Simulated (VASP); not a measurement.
A run of VASP 6.6.1:

File INCAR:

```
PREC = Accurate
ENCUT = 520
EDIFF = 1E-7
ISMEAR = -1
SIGMA = 0.08
LREAL = F
LASPH = T
NELM = 100
ALGO = Normal
ISIF = 2
LWAVE = F
LCHARG = F
GGA = PE
NBANDS = 16
```

File KPOINTS:

```
Automatic mesh
0
Gamma
  12 12 7
```

The input POSCAR:

```
MgO
1.0
    3.3387849050      0.0000000000      0.0000000000
   -1.6693924525      2.8914725455      0.0000000000
    0.0000000000      0.0000000000      4.0383175066
Mg O
2 2
Direct
    0.3333333333      0.6666666667     -0.0620051006
    0.6666666667      0.3333333333      0.4379948994
    0.3333333333      0.6666666667      0.4380051006
    0.6666666667      0.3333333333      0.9380051006
```

Potentials or basis: VASP PAW PBE potentials, release 64 (Mg, O).

Launch:

```sh
$ cat potpaw_PBE.64/Mg/POTCAR potpaw_PBE.64/O/POTCAR > POTCAR
$ mpirun -np 1 vasp_std > vasp.out
```

Hardware: 1 thread of Intel(R) Xeon(R) Platinum 8259CL CPU @ 2.50GHz (Skylake/Cascade Lake), with other jobs on the host.

Task: How long does it take, and how much memory?

Result: Run time: 37 s on 1 thread of Intel(R) Xeon(R) Platinum 8259CL CPU @ 2.50GHz (Skylake/Cascade Lake), with other jobs on the host, peak memory 0.18 GiB. Counts: scf iterations 13, k points 76.
